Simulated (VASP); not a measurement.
Al3Ni2, 5 atoms in the cell. The structure is trigonal, space group P-3m1 (No. 164). The conventional cell has a = 4.203 Å, b = 4.203 Å, c = 4.738 Å, α = 90.00°, β = 90.00°, γ = 120.00°. Al (site symmetry -3m) has 6 Ni at 2.52 Å and 6 Al at 2.95 Å within 3.3 Å. Within 3.1 Å of Al (site symmetry 3m) lie 5 Ni at 2.36 to 2.62 Å and 6 Al at 2.80 to 2.95 Å. Ni (site symmetry 3m) has 8 Al at 2.36 to 2.62 Å and 3 Ni at 2.79 Å within 3.1 Å.  This cell differs from its parent crystal: strain +0.050 along x and y, -0.025 along z.

```yaml
Program: VASP 6.6.1
Task: single point
Functional: PBEsol
Potentials_or_basis: VASP PAW PBE potentials, release 64 (Al, Ni)
Cutoff: 520 eV
k_mesh: 12 × 12 × 10
Occupations: gaussian, width 0.15 eV
Spin: no spin polarisation
Dipole_correction: no
Further_INCAR_settings: ALGO = Fast; EDIFF = 1e-06; NBANDS = 22
```

Potentials or basis: VASP PAW PBE potentials, release 64 (Al, Ni).

Run with:

```bash
$ cat potpaw_PBE.64/Al/POTCAR potpaw_PBE.64/Ni/POTCAR > POTCAR
$ mpirun -np 1 vasp_std > vasp.out
```

Hardware: 1 thread of Intel Xeon 8259CL, with other jobs on the host.

Question: Estimate the wall time of this run.

Answer: Wall time 10 min on 1 thread of Intel Xeon 8259CL (shared host), peak memory 0.36 GiB. Counts: scf iterations 24, k points 162.
